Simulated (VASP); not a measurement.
Wanted: the native input for a VASP 6.6.1 run.

```
Task                   : relaxation of cell and atoms
Functional             : PBE
Potentials or basis    : VASP PAW PBE potentials, release 64 (Bi_d)
Cutoff                 : 500 eV
k mesh                 : 7 × 7 × 10
Occupations            : fermi-dirac, width 0.1 eV
Spin                   : no spin polarisation
Dipole correction      : no
Further INCAR settings : ALGO = Normal; EDIFF = 1e-07; IBRION = 2; EDIFFG = -0.005; NSW = 60; ISIF = 3
```

The structure of Bi lies in POSCAR:

```
Bi
1.0
    5.6335606032      0.0000000000      0.0000000000
   -2.8167803016      4.8788065961      0.0000000000
    0.0000000000      0.0000000000      3.4928075740
Bi
3
Direct
    0.0000000000      0.0000000000      0.0000000000
    0.3333333333      0.6666666667      0.5000000000
    0.6666666667      0.3333333333      0.5000000000
```

This isn't the form of Bi at room conditions, which is rhombohedral.

These files were run (other wordings do the same):

INCAR

```
ALGO = Normal
EDIFF = 1E-7
EDIFFG = -0.005
ENCUT = 500
GGA = PE
GGA_COMPAT = False
IBRION = 2
ISIF = 3
ISMEAR = -1
LASPH = True
LCHARG = False
LREAL = False
LWAVE = False
NELM = 120
NELMIN = 4
NSW = 60
PREC = Accurate
SIGMA = 0.1
```

KPOINTS

```
k-points
0
Gamma
  7 7 10
```

Potentials or basis: VASP PAW PBE potentials, release 64 (Bi_d).

Run with:

```bash
$ cat potpaw_PBE.64/Bi_d/POTCAR > POTCAR
$ mpirun -np 1 vasp_std > vasp.out
```

It gave:

```
Relaxed volume                        : 32.03 Å³/atom
Relaxed cell                          : a = 5.720 Å, b = 5.720 Å, c = 3.391 Å, α = 90.00°, β = 90.00°, γ = 120.00°
Space group after relaxing (to 0.1 Å) : P6/mmm (No. 191)
Energy gained by relaxing             : 7.9 meV/atom
Ionic steps                           : 9
Pressure after relaxing               : 0.0 GPa
Band gap on the k mesh                : zero (an odd number of electrons rules out a gap without spin polarisation)
```

Caveat: spin-orbit coupling is left out, which moves the levels of the heavy elements.

Wall time 13 min on 1 thread of Oxide Virtual Turin-like Processor, on a shared host, peak memory 0.23 GiB.
